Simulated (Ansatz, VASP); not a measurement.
# HfC: VASP beside Ansatz

INCAR

```
SYSTEM = HfC
PREC = Accurate ; ENCUT = 520
EDIFF = 1E-6 ; ISMEAR = 0
SIGMA = 0.05 ; LREAL = .FALSE.
LASPH = .TRUE. ; NELM = 80
ALGO = Normal ; ISIF = 2
LWAVE = .FALSE. ; LCHARG = .FALSE.
GGA = PE ; IVDW = 13
NBANDS = 14
```

File KPOINTS:

```
Automatic mesh
0
G
  12 12 12
  0 0 0
```

POSCAR

```
HfC
1.0
    2.9008889300      0.0000000000      0.0000000000
    0.0000000000      2.9008889300      0.0000000000
    0.0000000000      0.0000000000      2.9008889300
Hf C
1 1
Direct
    0.0000000000      0.0000000000      0.0000000000
    0.5000000000      0.5000000000      0.5000000000
```

Input for Ansatz:

```yaml
crystal:
  lattice:
    - [2.90088893, 0.0, 0.0]
    - [0.0, 2.90088893, 0.0]
    - [0.0, 0.0, 2.90088893]
  atoms:
    - { symbol: Hf, position: [0.0, 0.0, 0.0] }
    - { symbol: C, position: [0.5, 0.5, 0.5] }
basis:
  ecutwfc: 420
  ecutrho_ratio: 4
kpoints:
  mp_grid: { grid: [12, 12, 12] }
hamiltonian:
  xc: pbe
  dispersion: d4
scf:
  occupations: { method: gaussian, width: 0.05 }
output:
  forces: true
  stress: true
```

Alike in both runs: task single point; functional PBE; dispersion D4; k mesh 12 × 12 × 12; occupations gaussian, width 0.05 eV; no spin polarisation.

|  | VASP | Ansatz |
| --- | --- | --- |
| version | VASP 6.6.1 | Ansatz 0.2.0 |
| potentials or method | VASP PAW PBE potentials, release 64 (Hf_pv, C), cutoff 520 eV | scalar-relativistic, plane waves, PAW |
| valence electrons in the cell | 14 | 30 |

|  | VASP | Ansatz | Ansatz less VASP |
| --- | --- | --- | --- |
| pressure (GPa) | -4.8 | -3.4 | +1.36 |

VASP's potentials hold 14 valence electrons a cell and Ansatz's 30, so a difference there can come from the potentials and not from the codes.

Spin-orbit coupling is off throughout.
